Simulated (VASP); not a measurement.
# WS (Pm-3m) in VASP: a series of runs

The runs below take WS through single point, with r2SCAN+U.

Program: VASP 6.6.1. These are calculated values, not measurements. Logs are shortened: lines on timing, memory, paths and dates and some standing lists are left out, and cuts for length are marked.

**1. The cell of the first run**

The structure is cubic, space group Pm-3m (No. 221). Conventional cell: a = 3.124 Å, b = 3.124 Å, c = 3.124 Å, α = 90.00°, β = 90.00°, γ = 90.00°. Within 3.6 Å of W (site symmetry m-3m) lie 8 S at 2.71 Å and 6 W at 3.12 Å. S (site symmetry m-3m) has 8 W at 2.71 Å and 6 S at 3.12 Å within 3.6 Å.

**2. Single point, r2SCAN+U, collinear spin, ferromagnetic start**

POSCAR

```
WS
1.0
    3.1236202295      0.0000000000      0.0000000000
    0.0000000000      3.1236202295      0.0000000000
    0.0000000000      0.0000000000      3.1236202295
W S
1 1
Direct
    0.0000000000      0.0000000000      0.0000000000
    0.5000000000      0.5000000000      0.5000000000
```

INCAR.step1

```
SYSTEM = WS
PREC = Accurate ; ENCUT = 520
ISMEAR = 0 ; SIGMA = 0.1
LREAL = .False. ; LASPH = .True.
NELM = 150 ; ISPIN = 2
MAGMOM = 1 0 ; LMAXMIX = 4
LDAU = .True. ; LDAUTYPE = 2
LDAUL = 2 -1 ; LDAUU = 6.2 0
LDAUJ = 0 0 ; NBANDS = 21
GGA = PE ; ALGO = Normal
EDIFF = 1E-4 ; LWAVE = .True.
LCHARG = .False.
```

INCAR.step2

```
SYSTEM = WS
PREC = Accurate ; ENCUT = 520
EDIFF = 1E-7 ; ISMEAR = 0
SIGMA = 0.1 ; LREAL = .False.
LASPH = .True. ; NELM = 150
ALGO = Normal ; ISIF = 2
LWAVE = .False. ; LCHARG = .False.
ISPIN = 2 ; MAGMOM = 1 0
LORBIT = 11 ; LMAXMIX = 4
LDAU = .True. ; LDAUTYPE = 2
LDAUL = 2 -1 ; LDAUU = 6.2 0
LDAUJ = 0 0 ; LDAUPRINT = 1
METAGGA = R2SCAN ; LMIXTAU = .True.
NBANDS = 21 ; ISTART = 1
```

KPOINTS

```
Automatic mesh
0
Gamma
  14 14 14
  0 0 0
```

Potentials or basis: VASP PAW PBE potentials, release 64 (W_sv, S).

Command:

```
cat potpaw_PBE.64/W_sv/POTCAR potpaw_PBE.64/S/POTCAR > POTCAR
cp INCAR.step1 INCAR
mpirun -np 1 vasp_std > vasp.out
cp INCAR.step2 INCAR
mpirun -np 1 vasp_std > vasp.out
```

OUTCAR:

```text
SYSTEM = WS
   PREC = Accurate
   ENCUT = 520
   EDIFF = 1E-7
   ISMEAR = 0
   LREAL = .False.
   LASPH = .True.
   NELM = 150
   ISIF = 2
   ISPIN = 2
   LORBIT = 11
   METAGGA = R2SCAN
   ISTART = 1

 ion  position               nearest neighbor table
   1  0.000  0.000  0.000-   2 2.71   2 2.71   2 2.71   2 2.71   2 2.71   2 2.71   2 2.71   2 2.71

   2  0.500  0.500  0.500-   1 2.71   1 2.71   1 2.71   1 2.71   1 2.71   1 2.71   1 2.71   1 2.71

  LATTYP: Found a simple cubic cell.
 ALAT       =     3.1236202295

  Lattice vectors:

 A1 = (   3.1236202295,   0.0000000000,   0.0000000000)
 A2 = (   0.0000000000,   3.1236202295,   0.0000000000)
 A3 = (   0.0000000000,   0.0000000000,   3.1236202295)

Analysis of symmetry for initial positions (statically):
=====================================================================
 Subroutine PRICEL returns:
 Original cell was already a primitive cell.

 Routine SETGRP: Setting up the symmetry group for a
 simple cubic supercell.

 Subroutine GETGRP returns: Found 48 space group operations
 (whereof 48 operations were pure point group operations)
 out of a pool of 48 trial point group operations.

The static configuration has the point symmetry O_h .

Analysis of symmetry for dynamics (positions and initial velocities):
=====================================================================
 Subroutine PRICEL returns:
 Original cell was already a primitive cell.

 Routine SETGRP: Setting up the symmetry group for a
 simple cubic supercell.

 Subroutine GETGRP returns: Found 48 space group operations
 (whereof 48 operations were pure point group operations)
 out of a pool of 48 trial point group operations.

The dynamic configuration has the point symmetry O_h .

Analysis of structural, dynamic, and magnetic symmetry:
=====================================================================
 Subroutine PRICEL returns:
 Original cell was already a primitive cell.

 Routine SETGRP: Setting up the symmetry group for a
 simple cubic supercell.

 Subroutine GETGRP returns: Found 48 space group operations
[... 169 lines left out ...]
  o =  0.0762  v =  0.0000  0.0000  0.0000  0.0000  0.0000 -0.0002 -0.9881 -0.0000 -0.1540  0.0000      0.0000  0.0000  0.0000  0.0000  0.0000  0.0000  0.0000  0.0000  0.0000  0.0000
  o =  0.0762  v =  0.0000  0.0000  0.0000  0.0000  0.0000  0.9998  0.0032  0.0000 -0.0220 -0.0000      0.0000  0.0000  0.0000  0.0000  0.0000  0.0000  0.0000  0.0000  0.0000  0.0000
  o =  0.3116  v =  0.0000  0.0000  0.0000  0.0000  0.0000 -0.0000 -0.0000  0.0903 -0.0000 -0.9959      0.0000  0.0000  0.0000  0.0000  0.0000  0.0000  0.0000  0.0000  0.0000  0.0000
  o =  0.3116  v =  0.0000  0.0000  0.0000  0.0000  0.0000  0.0000 -0.0000 -0.9959  0.0000 -0.0903      0.0000  0.0000  0.0000  0.0000  0.0000  0.0000  0.0000  0.0000  0.0000  0.0000
  o =  0.3640  v =  0.0000 -0.0000 -0.0064 -0.0000  1.0000  0.0000  0.0000  0.0000  0.0000  0.0000      0.0000  0.0000  0.0000  0.0000  0.0000  0.0000  0.0000  0.0000  0.0000  0.0000
  o =  0.3640  v =  0.0000  0.0000  1.0000  0.0000  0.0064  0.0000  0.0000  0.0000  0.0000  0.0000      0.0000  0.0000  0.0000  0.0000  0.0000  0.0000  0.0000  0.0000  0.0000  0.0000
  o =  0.5866  v =  0.0000  0.9763 -0.0000 -0.2166  0.0000  0.0000  0.0000  0.0000  0.0000  0.0000      0.0000  0.0000  0.0000  0.0000  0.0000  0.0000  0.0000  0.0000  0.0000  0.0000
  o =  0.5866  v =  1.0000  0.0000  0.0000  0.0000  0.0000  0.0000  0.0000  0.0000  0.0000  0.0000      0.0000  0.0000  0.0000  0.0000  0.0000  0.0000  0.0000  0.0000  0.0000  0.0000
  o =  0.5866  v =  0.0000 -0.2166  0.0000 -0.9763 -0.0000  0.0000  0.0000  0.0000  0.0000  0.0000      0.0000  0.0000  0.0000  0.0000  0.0000  0.0000  0.0000  0.0000  0.0000  0.0000

 number of electron      20.0000004 magnetization       1.8464539

 Free energy of the ion-electron system (eV)
  ---------------------------------------------------
  ext. energy  EPLUGINS =         0.00000000
  ---------------------------------------------------
  free energy    TOTEN  =       -52.21496345 eV

  energy without entropy =      -52.21241418  energy(sigma->0) =      -52.21368881

 E-fermi :  11.2391     XC(G=0): -13.5329

 val. band max:       11.2374792944   @ k =   0.2143   0.1429   0.0714
 cond. band min:      11.2604982314   @ k =   0.4286   0.4286   0.3571
 fundamental gap:      0.0230189370
 Fermi energy:        11.2391036295

 spin component 1

 k-point     1 :       0.0000    0.0000    0.0000
  band No.  band energies     occupation
      1     -66.1818      1.00000
      2     -29.8161      1.00000
      3     -29.8161      1.00000
      4     -29.8161      1.00000
      5      -6.4123      1.00000
      6       7.0187      1.00000
[... 1145 lines left out ...]
     20      26.9622      0.00000
     21      31.8014      0.00000

 [... further k-points ...]
[... 5 lines left out ...]
  --------------------------------------------------------------------------------------
  -------------------------------------------------------------------------------------
  Total       -0.0171504     -0.0171504     -0.0171504     -0.0000000      0.0000000     -0.0000000
  in kB       -0.9015912     -0.9015912     -0.9015912     -0.0000000      0.0000000     -0.0000000
  external PRESSURE =      -0.9015912 kB  Pullay stress =       0.0000000 kB

 VOLUME and BASIS-vectors are now :
 -----------------------------------------------------------------------------
  energy-cutoff  :      520.00
  volume of cell :       30.48
      direct lattice vectors                 reciprocal lattice vectors
     3.123620230  0.000000000  0.000000000     0.320141351  0.000000000  0.000000000
     0.000000000  3.123620230  0.000000000     0.000000000  0.320141351  0.000000000
     0.000000000  0.000000000  3.123620230     0.000000000  0.000000000  0.320141351

 POSITION                                       TOTAL-FORCE (eV/Angst)
 -----------------------------------------------------------------------------------
      0.00000      0.00000      0.00000         0.000000      0.000000      0.000000
      1.56181      1.56181      1.56181         0.000000      0.000000      0.000000
 -----------------------------------------------------------------------------------
    total drift:                               -0.000000      0.000000     -0.000000

  FREE ENERGIE OF THE ION-ELECTRON SYSTEM (eV)
  ---------------------------------------------------
  free  energy   TOTEN  =       -52.2149634491 eV

  energy  without entropy=      -52.2124141765  energy(sigma->0) =      -52.21368881

 total charge

# of ion       s       p       d       tot
------------------------------------------
    1        2.282   6.194   3.296  11.772
    2        1.357   2.296   0.000   3.653
--------------------------------------------------
tot          3.639   8.490   3.296  15.425

 magnetization (x)

# of ion       s       p       d       tot
------------------------------------------
    1        0.049   0.044   1.621   1.714
    2        0.034  -0.236   0.000  -0.202
--------------------------------------------------
tot          0.083  -0.193   1.621   1.511
```

It took 19 min on 1 thread of AMD EPYC, shared host; peak memory 0.21 GiB.

What came out:

```
Free energy                                           : -52.2150 eV
Pressure                                              : -0.1 GPa
Net moment                                            : 1.85 μB per cell
Site moments                                          : W +1.71; S -0.20 μB
Valence electrons inside the program's atomic spheres : W 11.77; S 3.65
```

Eigenvalues of the final occupation matrices:
| site | spin | trace | eigenvalues |
| --- | --- | --- | --- |
| site 1 d | 1 | 2.49 | 0.36 0.36 0.59 0.59 0.59 |
| site 1 d | 2 | 0.85 | 0.08 0.08 0.08 0.31 0.31 |

Caveat: the PAW data sets were made with another functional, which shifts forces and pressure a little; spin-orbit coupling is left out, which moves the levels of the heavy elements.

**3. Single point, r2SCAN+U, collinear spin, ferromagnetic start**

POSCAR is that of step 2.

INCAR.step1

```
SYSTEM = WS
ALGO = Normal ; EDIFF = 1E-4
ENCUT = 520 ; GGA = PE
ISMEAR = 0 ; ISPIN = 2
LASPH = .True. ; LCHARG = .False.
LDAU = .True. ; LDAUJ = 0 0
LDAUL = 2 -1 ; LDAUTYPE = 2
LDAUU = 6.2 0 ; LMAXMIX = 4
LREAL = .False. ; LWAVE = .True.
MAGMOM = 2.5 0 ; NBANDS = 21
NELM = 150 ; PREC = Accurate
SIGMA = 0.1
```

INCAR.step2

```
SYSTEM = WS
ALGO = Normal ; EDIFF = 1E-7
ENCUT = 520 ; ISIF = 2
ISMEAR = 0 ; ISPIN = 2
ISTART = 1 ; LASPH = .True.
LCHARG = .True. ; LDAU = .True.
LDAUJ = 0 0 ; LDAUL = 2 -1
LDAUPRINT = 1 ; LDAUTYPE = 2
LDAUU = 6.2 0 ; LELF = .True.
LMAXMIX = 4 ; LMIXTAU = .True.
LORBIT = 11 ; LREAL = .False.
LVHAR = .True. ; LWAVE = .False.
MAGMOM = 2.5 0 ; METAGGA = R2SCAN
NBANDS = 21 ; NELM = 150
PREC = Accurate ; SIGMA = 0.1
```

KPOINTS

```
k-points
0
Gamma
  14 14 14
  0 0 0
```

Potentials or basis: VASP PAW PBE potentials, release 64 (W_sv, S).

Command:

```
cat potpaw_PBE.64/W_sv/POTCAR potpaw_PBE.64/S/POTCAR > POTCAR
cp INCAR.step1 INCAR
mpirun -np 1 vasp_std > vasp.out
cp INCAR.step2 INCAR
mpirun -np 1 vasp_std > vasp.out
```

Run time: 17 min. Hardware: 1 thread of AMD EPYC, shared host; peak memory 0.21 GiB.

It converged, with:

| Property | Result |
| --- | --- |
| Free energy | -52.2150 eV |
| Pressure | -0.1 GPa |
| Net moment | 1.85 μB per cell |
| Site moments | W +1.71; S -0.20 μB |
| Valence electrons inside the program's atomic spheres | W 11.77; S 3.65 |

Levels at points of the mesh, in eV from the Fermi level:
Spin up:
| k point | band 8 | band 9 | band 10 | band 11 | band 12 | band 13 | band 14 | band 15 |
| --- | --- | --- | --- | --- | --- | --- | --- | --- |
| (0.00, 0.00, 0.00) | -3.14 | -3.14 | -3.14 | -0.94 | -0.94 | -0.94 | 0.81 | 9.79 |
| (0.50, 0.00, 0.00) | -5.39 | -3.10 | -0.49 | 2.30 | 2.90 | 2.90 | 4.93 | 4.96 |
| (0.50, 0.50, 0.00) | -4.63 | -2.77 | -2.77 | -1.80 | -1.21 | 3.04 | 4.09 | 9.93 |
| (0.50, 0.50, 0.50) | -8.99 | 1.82 | 1.82 | 1.82 | 3.19 | 3.19 | 3.58 | 3.58 |
Spin down:
```tsv
k point	band 6	band 7	band 8	band 9	band 10	band 11	band 12	band 13
(0.00, 0.00, 0.00)	-3.44	-3.44	-3.21	-3.21	-3.21	1.62	4.16	4.16
(0.50, 0.00, 0.00)	-9.93	-3.76	-3.76	-2.19	3.25	4.95	4.96	5.20
(0.50, 0.50, 0.00)	-7.17	-7.17	-3.68	-1.99	1.63	1.63	2.46	4.27
(0.50, 0.50, 0.50)	-7.70	-7.70	-7.70	2.31	2.31	2.31	4.41	4.41
```

Eigenvalues of the final occupation matrices:
| site | spin | trace | eigenvalues |
| --- | --- | --- | --- |
| site 1 d | 1 | 2.49 | 0.36 0.36 0.59 0.59 0.59 |
| site 1 d | 2 | 0.85 | 0.08 0.08 0.08 0.31 0.31 |

Caveat: the PAW data sets were made with another functional, which shifts forces and pressure a little; spin-orbit coupling is left out, which moves the levels of the heavy elements.
